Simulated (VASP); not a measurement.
Runs of VASP 6.6.1 on CaBr. It takes space group P6_3mc (No. 186, hexagonal). Conventional cell: a = 4.084 Å, b = 4.084 Å, c = 9.672 Å, α = 90.00°, β = 90.00°, γ = 120.00°. Within 3.9 Å of Br (site symmetry 3m) lie 4 Ca at 2.96 to 3.01 Å. Within 3.9 Å of Ca (site symmetry 3m) lie 4 Br at 2.96 to 3.01 Å. 

```tsv
level	spin	k mesh	cutoff (eV)	smearing	grid for exact exchange (PRECFOCK)	share of exact exchange	gap on the mesh (eV)	pressure (GPa)	largest force (eV/Å)
PBE-based global hybrid with 50 % exact exchange	off	4 × 4 × 2	400	fermi-dirac 0.05 eV	Normal	0.5	none	(a)	0.13
PBEsol	off	7 × 7 × 3	520	methfessel-paxton 0.05 eV	-	-	none	-0.8	0.10
PBE	non-collinear, zero start, SOC	6 × 6 × 3	520	methfessel-paxton 0.05 eV	-	-	-	0.7	0.17
PBEsol	off	9 × 9 × 3	520	methfessel-paxton 0.05 eV	-	-	none	-0.7	0.11
PBEsol	off	12 × 12 × 5	520	methfessel-paxton 0.05 eV	-	-	none	-0.8	0.11
PBEsol	off	10 × 10 × 4	520	methfessel-paxton 0.05 eV	-	-	none	-0.8	0.10
```

Alike in all rows: task single point; potentials or basis VASP PAW PBE potentials, release 64 (Br, Ca_sv); cell as given.

Task: Estimate the missing entries.

Result: (a) 0.5.

Caveats: some runs use coarse meshes; the PAW data sets were made with another functional, which shifts forces and pressure a little (at least some runs).

A k mesh can miss the band edges, and rows without SOC leave out spin-orbit coupling on Br.

A gap of «none» marks levels without a gap at the run's occupations.
